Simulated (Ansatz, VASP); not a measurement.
# Two plane-wave programs on LiHgS

The input INCAR:

```
SYSTEM = LiHgS
  PREC = Accurate
  ENCUT = 600
  EDIFF = 1E-6
  ISMEAR = 0
  SIGMA = 0.1
  LREAL = .False.
  LASPH = .True.
  NELM = 60
  ALGO = Normal
  ISIF = 3
  LWAVE = .False.
  LCHARG = .False.
  GGA = PE
  IBRION = 2
  NSW = 100
  EDIFFG = -0.01
```

Contents of KPOINTS:

```
Automatic mesh
0
Gamma
  10 10 6
  0 0 0
```

Contents of POSCAR:

```
LiHgS
1.0
    4.0531466472      0.0000000000      0.0000000000
    0.0000000000      4.0531466472      0.0000000000
    0.0000000000      0.0000000000      7.4334476379
Li Hg S
2 2 2
Direct
    0.0000000000      0.5000000000      0.3651141930
    0.5000000000      0.0000000000      0.6348858070
    0.0000000000      0.0000000000      0.0000000000
    0.5000000000      0.5000000000      0.0000000000
    0.0000000000      0.5000000000      0.6916689637
    0.5000000000      0.0000000000      0.3083310363
```

Input for Ansatz:

```yaml
crystal:
  lattice:
    - [4.0531466472, 0.0, 0.0]
    - [0.0, 4.0531466472, 0.0]
    - [0.0, 0.0, 7.4334476379]
  atoms:
    - { symbol: Li, position: [0.0, 0.5, 0.365114193] }
    - { symbol: Li, position: [0.5, 0.0, 0.634885807] }
    - { symbol: Hg, position: [0.0, 0.0, 0.0] }
    - { symbol: Hg, position: [0.5, 0.5, 0.0] }
    - { symbol: S, position: [0.0, 0.5, 0.6916689637] }
    - { symbol: S, position: [0.5, 0.0, 0.3083310363] }
basis:
  ecutwfc: 420
kpoints:
  mp_grid: { grid: [10, 10, 6] }
hamiltonian:
  xc: pbe
scf:
  occupations: { method: gaussian, width: 0.1 }
output:
  forces: true
  stress: true
  eigenvalues: true
  write_density: true
  write_potential: true
  elf: true
  volumetric_format: npy
relax:
  adjacent_minimum: "off"
  f_tol: 0.01
  max_steps: 80
  cell: { stress_tol: 0.05 }
```

Alike in both runs: task relaxation of cell and atoms; functional PBE; k mesh 10 × 10 × 6; occupations gaussian, width 0.1 eV; no spin polarisation.

```csv
,VASP,Ansatz
version,VASP 6.6.1,Ansatz 0.2.0
potentials or method,"VASP PAW PBE potentials, release 64 (Li_sv, Hg, S), cutoff 600 eV","scalar-relativistic, plane waves, PAW"
valence electrons in the cell,42,58
```

```csv
,VASP,Ansatz,Ansatz less VASP
"gap on the k mesh at the Fermi level, each at its own relaxed structure (eV)",none,none,-
relaxed volume (Å³/atom),20.39,20.31,-0.081
relaxed cell length with the largest relative difference (Å),4.057,4.050,-0.0076
```

A gap of «none» marks a metal or a gap that the smearing closes. VASP's potentials hold 42 valence electrons a cell and Ansatz's 58, so a difference there can come from the potentials and not from the codes.

Spin-orbit coupling is off throughout. Noted on VASP's run: the cutoff is short for stress, so the pressure is rough.
